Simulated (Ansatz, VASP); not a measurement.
## Two plane-wave programs on BAs

File INCAR:

```
ALGO = Normal
EDIFF = 1E-6
ENCUT = 520
GGA = PE
ISIF = 2
ISMEAR = 0
LASPH = True
LCHARG = False
LREAL = False
LWAVE = False
NBANDS = 11
NELM = 80
PREC = Accurate
SIGMA = 0.05
```

File KPOINTS:

```
k-points
0
Gamma
  12 12 12
```

File POSCAR:

```
BAs
1.0
    0.0000000000      2.2626375308      2.7151650370
    2.2626375308      0.0000000000      2.7151650370
    2.2626375308      2.2626375308      0.0000000000
B As
1 1
Direct
    0.0000000000      0.0000000000      0.0000000000
    0.7500000000      0.7500000000      0.7500000000
```

Input for Ansatz:

```yaml
crystal:
  lattice:
    - [0.0, 2.2626375308, 2.715165037]
    - [2.2626375308, 0.0, 2.715165037]
    - [2.2626375308, 2.2626375308, 0.0]
  atoms:
    - { symbol: B, position: [0.0, 0.0, 0.0] }
    - { symbol: As, position: [0.75, 0.75, 0.75] }
basis:
  ecutwfc: 420
kpoints:
  mp_grid: { grid: [12, 12, 12] }
hamiltonian:
  xc: pbe
scf:
  occupations: { method: gaussian, width: 0.05 }
output:
  forces: true
  stress: true
  eigenvalues: true
```

Alike in both runs: task single point; functional PBE; k mesh 12 × 12 × 12; occupations gaussian, width 0.05 eV; no spin polarisation.

|  | VASP | Ansatz |
| --- | --- | --- |
| version | VASP 6.6.1 | Ansatz 0.2.0 |
| potentials or method | VASP PAW PBE potentials, release 64 (B, As), cutoff 520 eV | scalar-relativistic, plane waves, PAW |
| valence electrons in the cell | 8 | 18 |

|  | VASP | Ansatz | Ansatz less VASP |
| --- | --- | --- | --- |
| gap on the k mesh at the Fermi level (eV) | none | none | - |
| pressure (GPa) | 0.8 | 0.2 | -0.56 |
| traceless stress, the component that is largest in VASP (GPa) | -30.53 | -30.63 | -0.103 |

A gap of «none» marks a metal or a gap that the smearing closes. The functional is the same, so the differences come from potentials, cutoffs and numerics. VASP's potentials hold 8 valence electrons a cell and Ansatz's 18, so a difference there can come from the potentials and not from the codes.
